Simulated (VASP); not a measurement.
Wanted: the native input for a VASP 6.6.1 run.

```
Task                   : single point
Functional             : PBEsol
Potentials or basis    : VASP PAW PBE potentials, release 64 (Fe_sv)
Cutoff                 : 600 eV
k mesh                 : 10 × 10 × 10
Occupations            : gaussian, width 0.1 eV
Spin                   : no spin polarisation
Dipole correction      : no
Second run             : valence_matched
Further INCAR settings : ALGO = Normal; EDIFF = 1e-06; NBANDS = 23
```

The structure of Fe lies in POSCAR:

```
Fe
1.0
   -1.2257060327      1.2257060327      3.6252759088
    1.2257060327     -1.2257060327      3.6252759088
    1.2257060327      1.2257060327     -3.6252759088
Fe
2
Direct
    0.8517717394      0.8517717394      0.0000000000
    0.1482282606      0.1482282606      0.0000000000
```

The input as run:

INCAR

```
SYSTEM = Fe
ALGO = Normal
EDIFF = 1E-6
ENCUT = 600
GGA = PS
GGA_COMPAT = .False.
ISIF = 2
ISMEAR = 0
LASPH = .True.
LCHARG = .True.
LELF = .True.
LREAL = .False.
LVHAR = .True.
LWAVE = .False.
NBANDS = 23
NELM = 120
PREC = Accurate
SIGMA = 0.1
```

KPOINTS

```
k-points
0
Gamma
  10 10 10
  0 0 0
```

Potentials or basis: VASP PAW PBE potentials, release 64 (Fe_sv).

The run is started by

```bash
$ cat potpaw_PBE.64/Fe_sv/POTCAR > POTCAR
$ mpirun -np 1 vasp_std > vasp.out
```

It gave:

* Pressure: -3.8 GPa
* Largest force: 0.026 eV/Å
* Band gap on the k mesh: zero (band 16 reaches 13.82 eV, above the bottom of band 17 at 11.68 eV)

Caveat: the k points lie up to 0.36 Å⁻¹ apart; the PAW data sets were made with another functional, which shifts forces and pressure a little; the run has no spin polarisation, though such a crystal can be magnetic.

Run time: 110 s on 1 thread of Intel(R) Xeon(R) Platinum 8259CL CPU @ 2.50GHz (Skylake/Cascade Lake), on a shared host, peak memory 0.2 GiB.
